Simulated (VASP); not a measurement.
Cl, 1 atom in the cell. Symmetry: Pm-3m, No. 221, cubic system. The conventional cell has a = 2.746 Å, b = 2.746 Å, c = 2.746 Å, α = 90.00°, β = 90.00°, γ = 90.00°. Cl (site symmetry m-3m) has 6 Cl at 2.75 Å within 3.6 Å. 

```yaml
Program: VASP 6.6.1
Task: single point
Functional: LDA
Potentials_or_basis: VASP PAW LDA potentials, release 64 (Cl)
Cutoff: 500 eV
k_mesh: 15 × 15 × 15
Occupations: fermi-dirac, width 0.08 eV
Spin: no spin polarisation
Dipole_correction: no
Further_INCAR_settings: ALGO = Normal; EDIFF = 1e-06; NBANDS = 10
```

Potentials or basis: VASP PAW LDA potentials, release 64 (Cl).

Run with:

```console
$ cat potpaw_LDA.64/Cl/POTCAR > POTCAR
$ mpirun -np 1 vasp_std > vasp.out
```

Hardware: 1 thread of Intel(R) Xeon(R) Platinum 8375C CPU @ 2.90GHz (Ice Lake), on a shared host.

Problem. How long does it take, and how much memory?

Solution. Wall time 9.9 s on 1 thread of Intel(R) Xeon(R) Platinum 8375C CPU @ 2.90GHz (Ice Lake) (shared host), peak memory 0.13 GiB. Counts: scf iterations 9, k points 120.
